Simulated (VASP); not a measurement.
# Zr2Cl (P4/mmm) in VASP: a series of runs, part 2 of 2

VASP 6.6.1. Earlier steps stand in the parts before.

**5. Single point, PBE, collinear spin, ferromagnetic start**

File INCAR:

```
SYSTEM = Zr2Cl
  PREC = Accurate
  ENCUT = 520
  EDIFF = 1E-6
  ISMEAR = 0
  SIGMA = 0.1
  LREAL = .False.
  LASPH = .True.
  NELM = 150
  ALGO = Normal
  ISIF = 2
  LWAVE = .False.
  LCHARG = .True.
  ISPIN = 2
  MAGMOM = 1 1 0
  LORBIT = 11
  LMAXMIX = 4
  GGA = PE
  LELF = .True.
  LVHAR = .True.
  NBANDS = 26
```

File KPOINTS:

```
regular mesh
0
Gamma
  4 4 6
  0 0 0
```

File POSCAR:

```
Zr2Cl
1.0
    4.5415559683      0.0000000000      0.0000000000
    0.0000000000      4.5415559683      0.0000000000
    0.0000000000      0.0000000000      3.0520080304
Zr Cl
2 1
Direct
    0.0000000000      0.5000000000      0.5000000000
    0.5000000000      0.0000000000      0.5000000000
    0.5000000000      0.5000000000      0.0000000000
```

Potentials or basis: VASP PAW PBE potentials, release 64 (Zr_sv, Cl).

Run with:

```
> cat potpaw_PBE.64/Zr_sv/POTCAR potpaw_PBE.64/Cl/POTCAR > POTCAR
> mpirun -np 1 vasp_std > vasp.out
```

OUTCAR:

```text
SYSTEM = Zr2Cl
   PREC = Accurate
   ENCUT = 520
   EDIFF = 1E-6
   ISMEAR = 0
   LREAL = .False.
   LASPH = .True.
   NELM = 150
   ISIF = 2
   ISPIN = 2
   LORBIT = 11
   GGA = PE

 ion  position               nearest neighbor table
   1  0.000  0.500  0.500-   3 2.74   3 2.74   3 2.74   3 2.74   2 3.21   2 3.21   2 3.21   2 3.21

   2  0.500  0.000  0.500-   3 2.74   3 2.74   3 2.74   3 2.74   1 3.21   1 3.21   1 3.21   1 3.21

   3  0.500  0.500  0.000-   1 2.74   2 2.74   1 2.74   2 2.74   2 2.74   2 2.74   1 2.74   1 2.74

  LATTYP: Found a simple tetragonal cell.
 ALAT       =     4.5415559683
 C/A-ratio  =     0.6720181479

  Lattice vectors:

 A1 = (   4.5415559683,   0.0000000000,   0.0000000000)
 A2 = (   0.0000000000,   4.5415559683,   0.0000000000)
 A3 = (   0.0000000000,   0.0000000000,   3.0520080304)

Analysis of symmetry for initial positions (statically):
=====================================================================
 Subroutine PRICEL returns:
 Original cell was already a primitive cell.

 Routine SETGRP: Setting up the symmetry group for a
 simple tetragonal supercell.

 Subroutine GETGRP returns: Found 16 space group operations
 (whereof 16 operations were pure point group operations)
 out of a pool of 16 trial point group operations.

The static configuration has the point symmetry D_4h.

Analysis of symmetry for dynamics (positions and initial velocities):
=====================================================================
 Subroutine PRICEL returns:
 Original cell was already a primitive cell.

 Routine SETGRP: Setting up the symmetry group for a
 simple tetragonal supercell.

 Subroutine GETGRP returns: Found 16 space group operations
 (whereof 16 operations were pure point group operations)
 out of a pool of 16 trial point group operations.

The dynamic configuration has the point symmetry D_4h.

Analysis of structural, dynamic, and magnetic symmetry:
[... 157 lines left out ...]
  ext. energy  EPLUGINS =         0.00000000
  ---------------------------------------------------
  free energy    TOTEN  =       -18.52586940 eV

  energy without entropy =      -18.50954927  energy(sigma->0) =      -18.51770934

 E-fermi :   9.3744     XC(G=0): -10.8940

 val. band max:        9.3648957347   @ k =   0.5000   0.0000   0.5000
 cond. band min:       9.3996199423   @ k =   0.5000   0.2500   0.5000
 fundamental gap:      0.0347242076
 Fermi energy:         9.3743786232

 spin component 1

 k-point     1 :       0.0000    0.0000    0.0000
  band No.  band energies     occupation
      1     -39.9456      1.00000
      2     -39.8482      1.00000
      3     -18.3135      1.00000
      4     -18.3135      1.00000
      5     -17.7264      1.00000
      6     -17.7264      1.00000
[... 685 lines left out ...]
     25      15.6079      0.00000
     26      17.8057      0.00000
 Fermi energy:         9.3743786232

 spin component 2

 k-point     1 :       0.0000    0.0000    0.0000
  band No.  band energies     occupation
      1     -39.9455      1.00000
      2     -39.8481      1.00000
      3     -18.3134      1.00000
      4     -18.3134      1.00000
      5     -17.7264      1.00000
      6     -17.7264      1.00000
[... 685 lines left out ...]
     25      15.6080      0.00000
     26      17.8058      0.00000

------------------------ aborting loop because EDIFF is reached ----------------------------------------

  FORCE on cell =-STRESS in cart. coord.  units (eV):
  Direction    XX          YY          ZZ          XY          YZ          ZX
  --------------------------------------------------------------------------------------
  -------------------------------------------------------------------------------------
  Total        0.0552605      0.0552605      0.1201404      0.0000000      0.0000000      0.0000000
  in kB        1.4064696      1.4064696      3.0577696      0.0000000      0.0000000      0.0000000
  external PRESSURE =       1.9569030 kB  Pullay stress =       0.0000000 kB

 VOLUME and BASIS-vectors are now :
 -----------------------------------------------------------------------------
  energy-cutoff  :      520.00
  volume of cell :       62.95
      direct lattice vectors                 reciprocal lattice vectors
     4.541555968  0.000000000  0.000000000     0.220188853  0.000000000  0.000000000
     0.000000000  4.541555968  0.000000000     0.000000000  0.220188853  0.000000000
     0.000000000  0.000000000  3.052008030     0.000000000  0.000000000  0.327653135

 POSITION                                       TOTAL-FORCE (eV/Angst)
 -----------------------------------------------------------------------------------
      0.00000      2.27078      1.52600         0.000000      0.000000      0.000000
      2.27078      0.00000      1.52600         0.000000      0.000000      0.000000
      2.27078      2.27078      0.00000         0.000000      0.000000      0.000000
 -----------------------------------------------------------------------------------
    total drift:                                0.000000      0.000000      0.000000

  FREE ENERGIE OF THE ION-ELECTRON SYSTEM (eV)
  ---------------------------------------------------
  free  energy   TOTEN  =       -18.5258694008 eV

  energy  without entropy=      -18.5095492728  energy(sigma->0) =      -18.51770934

 total charge

# of ion       s       p       d       tot
------------------------------------------
    1        2.183   5.931   1.786   9.900
    2        2.183   5.931   1.786   9.900
    3        1.588   3.488   0.000   5.076
--------------------------------------------------
tot          5.954  15.350   3.572  24.875

 magnetization (x)

# of ion       s       p       d       tot
------------------------------------------
    1        0.000   0.000   0.000   0.000
    2        0.000   0.000   0.000   0.000
    3       -0.000  -0.000   0.000  -0.000
--------------------------------------------------
tot          0.000   0.000   0.000   0.000
```

stdout:

```text
POSCAR found type information on POSCAR ZrCl
 POSCAR found :  2 types and       3 ions
 scaLAPACK will be used
 LDA part: xc-table for (Slater+PW92), standard interpolation
 POSCAR, INCAR and KPOINTS ok, starting setup
 FFT: planning ... GRIDC
 FFT: planning ... GRID_SOFT
 FFT: planning ... GRID
 WAVECAR not read
 entering main loop
```

It took 26 s on 1 thread of Intel Xeon 6975P-C (Granite Rapids), shared host; peak memory 0.22 GiB.

What came out:

```
Free energy                                           : -18.5259 eV
Pressure                                              : 0.2 GPa
Net moment                                            : 0.00 μB per cell
Valence electrons inside the program's atomic spheres : Zr 9.90; Cl 5.08
```

**6. Overview**

| task | spin | cell | cutoff (eV) | gap on the mesh (eV) | pressure (GPa) |
| --- | --- | --- | --- | --- | --- |
| single point | off | a = 4.542, b = 4.542, c = 3.052 Å, 3 atoms | 520 | none | 0.2 |
| single point | off | a = 4.558, b = 4.558, c = 3.684 Å, 3 atoms | 520 | none | -8.9 |
| relaxation of cell and atoms | off | relaxed from a = 4.558, b = 4.558, c = 3.684 Å, 3 atoms | 600 | none | 0.0 |
| single point | collinear, ferromagnetic start | a = 4.542, b = 4.542, c = 3.052 Å, 3 atoms | 520 | none | 0.2 |

Alike in all rows: level PBE; potentials or basis VASP PAW PBE potentials, release 64 (Zr_sv, Cl); k mesh 4 × 4 × 6; smearing gaussian 0.1 eV.

Caveats: an odd number of electrons without spin polarisation forces a metal (some runs); a magnetic or distorted state may lie lower (some runs).

Total energies depend on the potentials used, so only differences within one code and one set of settings carry meaning.
